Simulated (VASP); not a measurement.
Wanted: the native input for a VASP 6.6.1 run.

- Task: relaxation of shape and atoms at fixed volume
- Functional: LDA
- Potentials or basis: VASP PAW LDA potentials, release 64 (Ti_sv, Rh_pv)
- Cutoff: 600 eV
- k mesh: 14 × 14 × 12
- Occupations: fermi-dirac, width 0.15 eV
- Spin: no spin polarisation
- Dipole correction: no
- Further INCAR settings: ALGO = Fast; EDIFF = 1e-07; IBRION = 2; EDIFFG = -0.001; NSW = 80; ISIF = 4

The structure of TiRh lies in POSCAR:

```
TiRh
1.0
    2.9211110518      0.0000000000      0.0000000000
    0.0000000000      2.9211110518      0.0000000000
    0.0000000000      0.0000000000      3.3673013116
Ti Rh
1 1
Direct
    0.5000000000      0.5000000000      0.5000000000
    0.0000000000      0.0000000000      0.0000000000
```

These files were run (other wordings do the same):

INCAR

```
SYSTEM = TiRh
ALGO = Fast ; EDIFF = 1E-7
EDIFFG = -0.001 ; ENCUT = 600
GGA = CA ; IBRION = 2
ISIF = 4 ; ISMEAR = -1
LASPH = .True. ; LCHARG = .False.
LREAL = .False. ; LWAVE = .False.
NELM = 100 ; NSW = 80
PREC = Accurate ; SIGMA = 0.15
```

KPOINTS

```
k-points
0
Gamma
  14 14 12
  0 0 0
```

Potentials or basis: VASP PAW LDA potentials, release 64 (Ti_sv, Rh_pv).

The run is started by

```bash
$ cat potpaw_LDA.64/Ti_sv/POTCAR potpaw_LDA.64/Rh_pv/POTCAR > POTCAR
$ mpirun -np 1 vasp_std > vasp.out
```

Results of the run:

* Energy gained by relaxing: 0.0 meV/atom
* Ionic steps: 3
* Pressure after relaxing: -3.8 GPa
* Band gap on the k mesh: zero (an odd number of electrons rules out a gap without spin polarisation)

It took 2.6 min on 1 thread of Intel(R) Xeon(R) 6975P-C (Granite Rapids) (shared host), peak memory 0.27 GiB.
